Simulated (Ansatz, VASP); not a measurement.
## One calculation of AlHg, two programs

File INCAR:

```
AGGAC = 1.0
AGGAX = 1.0
ALDAC = 0.0
ALDAX = 1.0
ALGO = Fast
EDIFF = 1E-7
EDIFFG = -0.01
ENCUT = 600
GGA = B5
IBRION = 2
ISIF = 3
ISMEAR = -1
IVDW = 13
LASPH = T
LCHARG = F
LREAL = F
LWAVE = F
NELM = 60
NSW = 60
PREC = Accurate
SIGMA = 0.05
VDW_A1 = 0.44488865
VDW_A2 = 4.0933009
VDW_S6 = 1.0
VDW_S8 = 2.34076671
```

The input KPOINTS:

```
k-points
0
Gamma
  8 8 8
```

The input POSCAR:

```
AlHg
1.0
    0.0000000000      3.0685300000      3.0685300000
    3.0685300000      0.0000000000      3.0685300000
    3.0685300000      3.0685300000      0.0000000000
Al Hg
1 1
Direct
    0.0000000000      0.0000000000      0.0000000000
    0.7500000000      0.7500000000      0.7500000000
```

Contents of input.yaml:

```yaml
crystal:
  lattice:
    - [0.0, 3.06853, 3.06853]
    - [3.06853, 0.0, 3.06853]
    - [3.06853, 3.06853, 0.0]
  atoms:
    - { symbol: Al, position: [0.0, 0.0, 0.0] }
    - { symbol: Hg, position: [0.75, 0.75, 0.75] }
hamiltonian:
  xc: blyp
  pseudopotentials: { kind: paw }
  dispersion: d4
kpoints:
  mp_grid: { grid: [8, 8, 8] }
scf:
  occupations: { method: fermi_dirac, width: 0.05 }
output:
  forces: true
  stress: true
  eigenvalues: true
  write_density: true
  write_potential: true
  elf: true
  volumetric_format: npy
relax:
  f_tol: 0.01
  max_steps: 40
  cell: { stress_tol: 0.05 }
```

Alike in both runs: task relaxation of cell and atoms; functional BLYP; dispersion D4; k mesh 8 × 8 × 8; occupations fermi-dirac, width 0.05 eV; no spin polarisation.

|  | VASP | Ansatz |
| --- | --- | --- |
| version | VASP 6.6.1 | Ansatz 0.2.0 |
| potentials or method | VASP PAW PBE potentials, release 64 (Al, Hg) | Ansatz PAW |
| plane-wave cutoff (eV) | 600 | 420 |
| valence electrons in the cell | 15 | 23 |

|  | VASP | Ansatz | Ansatz less VASP |
| --- | --- | --- | --- |
| gap on the k mesh at the Fermi level, each at its own relaxed structure (eV) | none | none | - |
| relaxed volume (Å³/atom) | 28.37 | 28.15 | -0.224 |
| relaxed cell length with the largest relative difference (Å) | 4.313 | 4.302 | -0.0114 |

VASP's potentials were made for PBE, not for BLYP. A gap of «none» marks a metal or a gap that the smearing closes. VASP's potentials hold 15 valence electrons a cell and Ansatz's 23, so a difference there can come from the potentials and not from the codes.

Neither program's run includes spin-orbit coupling. Noted on Ansatz's run: the plane-wave basis is chosen anew once the cell has moved, so the energies of steps on either side of that aren't comparable.
